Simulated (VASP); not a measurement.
The system is Sn.

```
Sn
1.0
    -1.89465    1.89465    1.89465
     1.89465   -1.89465    1.89465
     1.89465    1.89465   -1.89465
Sn
1
Direct
  0.00000 0.00000 0.00000
```

This isn't the form of Sn at room conditions, which is tetragonal (white tin).

```yaml
Program: VASP 6.6.1
Task: relaxation of cell and atoms
Functional: LDA
Potentials_or_basis: VASP PAW LDA potentials, release 64 (Sn_d)
Cutoff: 600 eV
k_mesh: 16 × 16 × 16
Occupations: fermi-dirac, width 0.1 eV
Spin: no spin polarisation
```

At the start: pressure -3.2 GPa; volume 27.20 Å³/atom.

Where does the relaxation end?

Over 3 steps the energy falls by 17.0 meV/atom and the volume is 25.58 Å³/atom (-6.0 %); space group Im-3m (No. 229, to 0.1 Å) before and after.

Step by step:
```
step  energy change (eV)  largest force (eV/Å)  pressure (GPa)  volume (Å³)
   1              0.0000                0.0000           -3.19        27.20
   2             -0.0155                0.0000            1.09        25.13
   3             -0.0170                0.0000            0.00        25.58
```

Final structure:
```yaml
crystal:
  lattice:
    - [-1.85617, 1.85617, 1.85617]
    - [1.85617, -1.85617, 1.85617]
    - [1.85617, 1.85617, -1.85617]
  atoms:
    - { symbol: Sn, position: [0.00000, 0.00000, 0.00000] }
```
